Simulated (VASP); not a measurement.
A run of VASP 6.6.1 is set up as follows.

File INCAR:

```
  PREC = Accurate
  ENCUT = 520
  EDIFF = 1E-6
  ISMEAR = -1
  SIGMA = 0.05
  LREAL = F
  LASPH = T
  NELM = 150
  ALGO = Normal
  ISIF = 2
  LWAVE = F
  LCHARG = T
  ISPIN = 2
  MAGMOM = 3
  LORBIT = 11
  NUPDOWN = 3.0
  LMAXMIX = 4
  GGA = PE
  LELF = T
  LVHAR = T
  NBANDS = 16
```

The input KPOINTS:

```
regular mesh
0
Gamma
  11 11 11
```

File POSCAR:

```
Cr
1.0
   -1.4943366600      1.5452007300      1.3932153400
    1.5696721600     -1.4509560800      1.3743061900
    1.4063430800      1.3629625000     -1.2989706900
Cr
1
Direct
    0.0000000000      0.0000000000      0.0000000000
```

Potentials or basis: VASP PAW PBE potentials, release 64 (Cr_pv).

The run is started by

```console
$ cat potpaw_PBE.64/Cr_pv/POTCAR > POTCAR
$ mpirun -np 1 vasp_std > vasp.out
```

Task: What does it give for the pressure?

Result: 49.9 GPa.

Stress tensor (GPa, compression positive):
```
 56.67  11.55  -9.31
 11.55  49.78 -10.23
 -9.31 -10.23  43.28
```

Caveat: the total moment is fixed, so each spin has its own Fermi level.
